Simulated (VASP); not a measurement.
# Si16CO in VASP: a series of runs

Runs on Si16CO. Level: PBE. Tasks: single point.

Program: VASP 6.6.1. These are calculated values, not measurements. Logs are shortened: lines on timing, memory, paths and dates and some standing lists are left out, and cuts for length are marked.

### 1 The cell of the first run

The cell holds a slab with vacuum, 18 atoms: a = 7.735 Å, b = 7.735 Å, c = 22.112 Å, α = 90.00°, β = 90.00°, γ = 90.00°.

### 2 Single point, PBE

INCAR reads:

```
  PREC = Accurate
  ENCUT = 520
  EDIFF = 1E-6
  ISMEAR = 0
  SIGMA = 0.05
  LREAL = Auto
  LASPH = True
  NELM = 60
  ALGO = Normal
  ISIF = 2
  LWAVE = False
  LCHARG = True
  LDIPOL = True
  IDIPOL = 3
  DIPOL = 0.5 0.5 0.280
  GGA = PE
  LELF = True
  LVHAR = True
  LVACPOTAV = True
  NBANDS = 52
```

KPOINTS reads:

```
regular mesh
0
Gamma
  4 4 1
```

POSCAR reads:

```
Si16CO
1.0
    7.7354121591      0.0000000000      0.0000000000
    0.0000000000      7.7354121591      0.0000000000
    0.0000000000      0.0000000000     22.1119221361
Si C O
16 1 1
Direct
    0.0000000000      0.2500000000      0.1808978874
    0.0000000000      0.7500000000      0.1808978874
    0.5000000000      0.2500000000      0.1808978874
    0.5000000000      0.7500000000      0.1808978874
    0.0000000000      0.0000000000      0.2427396662
    0.0000000000      0.5000000000      0.2427396662
    0.5000000000      0.0000000000      0.2427396662
    0.5000000000      0.5000000000      0.2427396662
    0.2500000000      0.0000000000      0.3062012287
    0.2500000000      0.5000000000      0.3062012287
    0.7500000000      0.0000000000      0.3062012287
    0.7500000000      0.5000000000      0.3062012287
    0.2500000000      0.2500000000      0.3668573942
    0.2500000000      0.7500000000      0.3668573942
    0.7500000000      0.2500000000      0.3668573942
    0.7500000000      0.7500000000      0.3668573942
    0.5000000000      0.7500000000      0.3257031248
    0.4611875765      0.8948499363      0.3257031248
```

Potentials or basis: VASP PAW PBE potentials, release 64 (Si, C, O).

Launch:

```sh
$ cat potpaw_PBE.64/Si/POTCAR potpaw_PBE.64/C/POTCAR potpaw_PBE.64/O/POTCAR > POTCAR
$ mpirun -np 1 vasp_std > vasp.out
```

OUTCAR:

```text
PREC = Accurate
   ENCUT = 520
   EDIFF = 1E-6
   ISMEAR = 0
   LREAL = Auto
   LASPH = True
   NELM = 60
   ISIF = 2
   GGA = PE

 ion  position               nearest neighbor table
   1  0.000  0.250  0.181-   5 2.37   6 2.37
   2  0.000  0.750  0.181-   5 2.37   6 2.37
   3  0.500  0.250  0.181-   7 2.37   8 2.37
   4  0.500  0.750  0.181-   7 2.37   8 2.37
   5  0.000  0.000  0.243-   1 2.37   2 2.37   9 2.39  11 2.39
   6  0.000  0.500  0.243-   1 2.37   2 2.37  10 2.39  12 2.39
   7  0.500  0.000  0.243-  18 2.03   4 2.37   3 2.37  11 2.39   9 2.39
   8  0.500  0.500  0.243-   3 2.37   4 2.37  10 2.39  12 2.39
   9  0.250  0.000  0.306-  18 1.88  14 2.35  13 2.35   7 2.39   5 2.39
  10  0.250  0.500  0.306-  13 2.35  14 2.35   6 2.39   8 2.39
  11  0.750  0.000  0.306-  15 2.35  16 2.35   5 2.39   7 2.39  18 2.42
  12  0.750  0.500  0.306-  15 2.35  16 2.35   6 2.39   8 2.39
  13  0.250  0.250  0.367-   9 2.35  10 2.35
  14  0.250  0.750  0.367-  17 2.14  18 2.18   9 2.35  10 2.35
  15  0.750  0.250  0.367-  11 2.35  12 2.35
  16  0.750  0.750  0.367-  17 2.14  12 2.35  11 2.35
  17  0.500  0.750  0.326-  18 1.16  16 2.14  14 2.14
  18  0.461  0.895  0.326-  17 1.16   9 1.88   7 2.03  14 2.18  11 2.42

  LATTYP: Found a simple tetragonal cell.
 ALAT       =     7.7354121591
 C/A-ratio  =     2.8585318638

  Lattice vectors:

 A1 = (   7.7354121591,   0.0000000000,   0.0000000000)
 A2 = (   0.0000000000,   7.7354121591,   0.0000000000)
 A3 = (   0.0000000000,   0.0000000000,  22.1119221361)

Analysis of symmetry for initial positions (statically):
=====================================================================
 Subroutine PRICEL returns:
 Original cell was already a primitive cell.

 Routine SETGRP: Setting up the symmetry group for a
 simple tetragonal supercell.

 Subroutine GETGRP returns: Found  1 space group operations
 (whereof  1 operations were pure point group operations)
 out of a pool of 16 trial point group operations.

The static configuration has the point symmetry C_1 .

Analysis of symmetry for dynamics (positions and initial velocities):
=====================================================================
 Subroutine PRICEL returns:
 Original cell was already a primitive cell.

 Routine SETGRP: Setting up the symmetry group for a
 simple tetragonal supercell.

 Subroutine GETGRP returns: Found  1 space group operations
 (whereof  1 operations were pure point group operations)
 out of a pool of 16 trial point group operations.

The dynamic configuration has the point symmetry C_1 .
[... 127 lines left out ...]
   NELECT =      74.0000    total number of electrons
   NUPDOWN=      -1.0000    fix difference up-down
   EMIN   =  10.00;   EMAX   =-10.00  energy-range for DOS
   EFERMI =   0.00;   METHOD = LEGACY
   ISMEAR =     0;   SIGMA  =   0.05  broadening in eV -4-tet -1-fermi 0-gaus
   EFERMI_NEDOS =   21; number of points for ismear=-14 and -15
   IALGO  =     38    algorithm
   IMIX   =      4    mixing-type and parameters
     AMIX     =   0.40;   BMIX     =  1.00
     AMIX_MAG =   1.60;   BMIX_MAG =  1.00
  volume/ion in A,a.u.               =      73.51       496.04
  Fermi-wavevector in a.u.,A,eV,Ry     =   0.626067  1.183095  5.332941  0.391960
  Thomas-Fermi vector in A             =   1.687191
   LORBIT       =      0    0 simple, 1 ext, 2 COOP (PROOUT), +10 PAW based schemes
   GGA     = PE    functional components
   LHFCALC =     F    Hartree Fock is set to
   AEXX    =    0.0000 exact exchange contribution
   IVDW    =     0    specifies the selected vdW correction
   LEPSILON=     F    determine dielectric tensor
   LRPA    =     F    only Hartree local field effects (RPA)
 non-spin polarized calculation
 Gauss-broadening in eV      SIGMA  =   0.05
  energy-cutoff  :      520.00
  volume of cell :     1323.10
 maximum number of plane-waves:     35688
 NGX is ok and might be reduce to    60
   NGX = 29   NGY = 29   NGZ = 83

 dipolmoment           0.000000      0.000000      0.306247 electrons x Angstroem

 number of electron      73.9999989 magnetization

 dipolmoment           0.000000      0.000000     -0.041699 electrons x Angstroem

 Free energy of the ion-electron system (eV)
  ---------------------------------------------------
  ext. energy  EPLUGINS =         0.00000000
  ---------------------------------------------------
  free energy    TOTEN  =       -82.75415409 eV

  energy without entropy =      -82.73844007  energy(sigma->0) =      -82.74629708

 E-fermi :  -2.3687     XC(G=0):  -3.2448

 val. band max:       -2.4035632785   @ k =   0.0000   0.5000   0.0000
 cond. band min:      -2.3647584388   @ k =   0.2500   0.0000   0.0000
 fundamental gap:      0.0388048397
 Fermi energy:        -2.3686807338

 k-point     1 :       0.0000    0.0000    0.0000
  band No.  band energies     occupation
      1     -28.7521      2.00000
      2     -16.0490      2.00000
      3     -14.2153      2.00000
      4     -13.3727      2.00000
      5     -12.3463      2.00000
      6     -11.6729      2.00000
[... 509 lines left out ...]
     48       1.5046      0.00000
     49       1.5424      0.00000
 [bands above 49 left out]

------------------------ aborting loop because EDIFF is reached ----------------------------------------

  FORCE on cell =-STRESS in cart. coord.  units (eV):
  Direction    XX          YY          ZZ          XY          YZ          ZX
  --------------------------------------------------------------------------------------
  -------------------------------------------------------------------------------------
  Total        0.9220019     11.6909792      5.4911950     -2.8541675     -4.9269865     -1.3251660
  in kB        1.1164750     14.1568965      6.6494241     -3.4561822     -5.9662101     -1.6046764
  external PRESSURE =       7.3075985 kB  Pullay stress =       0.0000000 kB

 VOLUME and BASIS-vectors are now :
 -----------------------------------------------------------------------------
  energy-cutoff  :      520.00
  volume of cell :     1323.10
      direct lattice vectors                 reciprocal lattice vectors
     7.735412159  0.000000000  0.000000000     0.129275594  0.000000000  0.000000000
     0.000000000  7.735412159  0.000000000     0.000000000  0.129275594  0.000000000
     0.000000000  0.000000000 22.111922136     0.000000000  0.000000000  0.045224472

 POSITION                                       TOTAL-FORCE (eV/Angst)
 -----------------------------------------------------------------------------------
      0.00000      1.93385      4.00000         0.148104     -0.049663      0.282120
      0.00000      5.80156      4.00000        -0.037290     -0.016742      0.245874
      3.86771      1.93385      4.00000        -0.103968      0.063726      0.022528
      3.86771      5.80156      4.00000        -0.000996      0.218522      0.098924
      0.00000      0.00000      5.36744        -0.224947      0.180796     -0.383495
      0.00000      3.86771      5.36744        -0.110530     -0.097797     -0.310854
[... 10 lines left out ...]
      3.86771      5.80156      7.20192         3.579379    -10.611377      3.076876
      3.56748      6.92203      7.20192        -1.764039      9.383533      0.970968
 -----------------------------------------------------------------------------------
    total drift:                                0.003736      0.005898      0.018629

  FREE ENERGIE OF THE ION-ELECTRON SYSTEM (eV)
  ---------------------------------------------------
  free  energy   TOTEN  =       -82.7541540878 eV

  energy  without entropy=      -82.7384400684  energy(sigma->0) =      -82.74629708

 vacuum level on the upper side and lower side of the slab         2.736         2.862
```

OSZICAR:

```text
N       E                     dE             d eps       ncg     rms          rms(c)
DAV:   1     0.455627996843E+03    0.45563E+03   -0.22265E+04  1064   0.990E+02
DAV:   2    -0.919886912439E+01   -0.46483E+03   -0.44988E+03  1504   0.188E+02
DAV:   3    -0.816062540467E+02   -0.72407E+02   -0.70054E+02  1452   0.731E+01
[... 18 lines left out ...]
DAV:  22    -0.827541317441E+02   -0.38156E-04   -0.16174E-06   980   0.311E-03    0.649E-04
DAV:  23    -0.827541467280E+02   -0.14984E-04   -0.46840E-07   856   0.143E-03    0.355E-04
DAV:  24    -0.827541521544E+02   -0.54264E-05   -0.21204E-07   772   0.773E-04    0.142E-04
DAV:  25    -0.827541536117E+02   -0.14573E-05   -0.58832E-08   680   0.429E-04    0.105E-04
DAV:  26    -0.827541540878E+02   -0.47606E-06   -0.22101E-08   676   0.282E-04
   1 F= -.82754154E+02 E0= -.82746297E+02  d E =-.157140E-01
```

stdout:

```text
POSCAR found type information on POSCAR SiC O
 POSCAR found :  3 types and      18 ions
 scaLAPACK will be used
 LDA part: xc-table for (Slater+PW92), standard interpolation
 POSCAR, INCAR and KPOINTS ok, starting setup
 FFT: planning ... GRIDC
 FFT: planning ... GRID_SOFT
 FFT: planning ... GRID
 WAVECAR not read
 entering main loop
 -----------------------------------------------------------------------------
|                                                                             |
|           W    W    AA    RRRRR   N    N  II  N    N   GGGG   !!!           |
|           W    W   A  A   R    R  NN   N  II  NN   N  G    G  !!!           |
|           W    W  A    A  R    R  N N  N  II  N N  N  G       !!!           |
|           W WW W  AAAAAA  RRRRR   N  N N  II  N  N N  G  GGG   !            |
|           WW  WW  A    A  R   R   N   NN  II  N   NN  G    G                |
|           W    W  A    A  R    R  N    N  II  N    N   GGGG   !!!           |
|                                                                             |
|     Did not find any points to average over, which means that no vacuum     |
|     field-free region was found. Please increase the size of  your cell     |
|     in the dimension of the dipole correction to obtain accurate            |
|     workfunction values.                                                    |
|                                                                             |
 -----------------------------------------------------------------------------
```

Run time: 54 min. Hardware: 1 thread of Oxide Virtual Turin-like, shared host; peak memory 1.4 GiB.

Results:

```
Free energy            : -82.7542 eV
Largest force          : 11.614 eV/Å
Band gap on the k mesh : zero (bands 37 and 38 overlap by 0.13 eV)
```

Forces on the atoms (eV/Å):
```
Si    0.148  -0.050   0.282
Si   -0.037  -0.017   0.246
Si   -0.104   0.064   0.023
Si   -0.001   0.219   0.099
Si   -0.225   0.181  -0.383
Si   -0.111  -0.098  -0.311
Si    0.401   1.068  -2.453
Si    0.107  -0.062  -0.138
Si   -2.168   1.492  -0.944
Si   -0.229  -0.229  -0.564
Si    1.397   0.745  -0.521
Si    0.382  -0.393  -0.184
Si    0.027   0.114   0.346
Si   -0.678  -1.198   0.912
Si    0.091   0.006  -0.038
Si   -0.816  -0.613  -0.420
C     3.579 -10.611   3.077
O    -1.764   9.384   0.971
```

### 3 Single point, PBE

INCAR reads:

```
SYSTEM = Si16CO
PREC = Accurate
ENCUT = 520
EDIFF = 1E-6
ISMEAR = 0
SIGMA = 0.05
LREAL = Auto
LASPH = .TRUE.
NELM = 80
ALGO = Normal
ISIF = 2
LWAVE = .FALSE.
LCHARG = .FALSE.
LDIPOL = .TRUE.
IDIPOL = 3
DIPOL = 0.5 0.5 0.283
GGA = PE
NBANDS = 52
```

KPOINTS reads:

```
Automatic mesh
0
G
  4 4 1
  0 0 0
```

POSCAR, as its differences from that of step 2:

```diff
@@ -25,2 +25,2 @@
     0.5000000000      0.7500000000      0.3257031248
-    0.4611875765      0.8948499363      0.3257031248
+    0.5274445278      0.7774445278      0.3763759678
```

Potentials or basis: VASP PAW PBE potentials, release 64 (Si, C, O).

Launch:

```sh
$ cat potpaw_PBE.64/Si/POTCAR potpaw_PBE.64/C/POTCAR potpaw_PBE.64/O/POTCAR > POTCAR
$ mpirun -np 1 vasp_std > vasp.out
```

It took 51 min on 1 thread of Oxide Virtual Turin-like, shared host; peak memory 1.3 GiB.

The run converged. Its results:

* Free energy: -84.7688 eV
* Largest force: 11.307 eV/Å
* Band gap on the k mesh: zero (bands 37 and 38 overlap by 0.01 eV)

Forces in eV/Å, atoms in the order of the input:
```
Si   0.032  0.015  0.058
Si  -0.022  0.015  0.228
Si  -0.040 -0.019  0.001
Si  -0.021 -0.040  0.238
Si  -0.027  0.141 -0.152
Si  -0.061 -0.036 -0.162
Si   0.009  0.025 -0.180
Si   0.013 -0.215 -0.322
Si  -0.258  0.481 -0.368
Si  -0.071 -0.501 -0.290
Si   0.621  0.612 -0.475
Si   0.118 -0.547 -0.261
Si   0.024 -0.021  0.212
Si  -1.132 -0.073  0.041
Si   0.005 -0.018  0.114
Si   3.206 -0.086 -0.210
C   -2.169 -1.443 -9.646
O   -0.226  1.710 11.174
```

Levels at points of the mesh, in eV from the Fermi level:
```tsv
k point	band 33	band 34	band 35	band 36	band 37	band 38	band 39	band 40	band 41	band 42
(0.00, 0.00, 0.00)	-0.86	-0.57	-0.37	-0.13	-0.07	0.37	0.38	0.53	1.01	1.28
(0.50, 0.00, 0.00)	-0.74	-0.64	-0.58	-0.49	-0.08	0.59	0.88	0.91	0.94	1.10
(0.00, 0.50, 0.00)	-0.64	-0.58	-0.52	-0.38	-0.22	-0.01	0.01	0.03	0.82	1.50
(0.50, 0.50, 0.00)	-0.47	-0.37	-0.33	-0.27	-0.09	0.35	0.58	0.72	0.81	0.94
```

The gap in the log of VASP goes by the Fermi energy; the results here count the filled bands.